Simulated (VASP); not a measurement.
A run of VASP 6.6.1 is set up as follows.

Contents of INCAR:

```
SYSTEM = YHSe
ALGO = Normal ; EDIFF = 1E-7
ENCUT = 520 ; ISIF = 2
ISMEAR = 0 ; LASPH = .TRUE.
LCHARG = .TRUE. ; LELF = .TRUE.
LREAL = .FALSE. ; LVHAR = .TRUE.
LWAVE = .FALSE. ; NBANDS = 16
NELM = 80 ; PREC = Accurate
SIGMA = 0.05
```

The input KPOINTS:

```
k-points
0
G
  9 9 8
  0 0 0
```

Contents of POSCAR:

```
YHSe
1.0
    4.1482058427      0.0000000000      0.0000000000
   -2.0741029213      3.5924516399      0.0000000000
    0.0000000000      0.0000000000      3.9155495600
Y H Se
1 1 1
Direct
    0.0000000000      0.0000000000      0.0000000000
    0.3333333333      0.6666666667      0.0000000000
    0.6666666667      0.3333333333      0.5000000000
```

Potentials or basis: VASP PAW LDA potentials, release 64 (Y_sv, H, Se).

Command:

```sh
$ cat potpaw_LDA.64/Y_sv/POTCAR potpaw_LDA.64/H/POTCAR potpaw_LDA.64/Se/POTCAR > POTCAR
$ mpirun -np 1 vasp_std > vasp.out
```

Q: Estimate the band gap on the k mesh.

A: 0.66 eV (least direct gap 1.58 eV).

Q: Predict the pressure.

A: -13.5 GPa.

Stress tensor (GPa, compression positive):
```
-16.25   0.00   0.00
  0.00 -16.25   0.00
  0.00   0.00  -8.00
```

Caveat: the cell differs from its parent crystal (strain +0.080 along x and y, +0.000 along z); the stress differs along the axes, from -16 to -8 GPa; semilocal functionals underestimate gaps, and a narrow one can read as zero. A k mesh can miss the band edges.
